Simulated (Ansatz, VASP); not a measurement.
## Si in VASP and in Ansatz

```
Si
1.0
     4.50129    0.00000    0.00000
    -2.25064    3.89823    0.00000
     0.00000    0.00000    2.51491
Si
3
Cartesian
  0.0000 0.0000 0.0000
  0.0000 2.5988 1.2575
  2.2506 1.2994 1.2575
```

Alike in both runs: functional PBE; k mesh 6 × 6 × 6; occupations gaussian, width 0.1 eV; no spin polarisation.

Ansatz relaxed the structure, and its values are those at the end. VASP's run is a single point on that final structure, the one shown.

```csv
,VASP,Ansatz
version,VASP 6.6.1,Ansatz 0.2.0
potentials or method,"VASP PAW PBE potentials, release 64 (Si), cutoff 520 eV","scalar-relativistic, plane waves, PAW"
valence electrons in the cell,12,12
```

```csv
,VASP,Ansatz,Ansatz less VASP
gap on the k mesh at the Fermi level (eV),none,none,-
pressure (GPa),0.0,0.1,+0.04
```

A gap of «none» marks a metal or a gap that the smearing closes. With one functional, cell and mesh, what is left measures potentials, basis and numerics.

The k mesh is coarse, so the values compare programs but aren't converged.
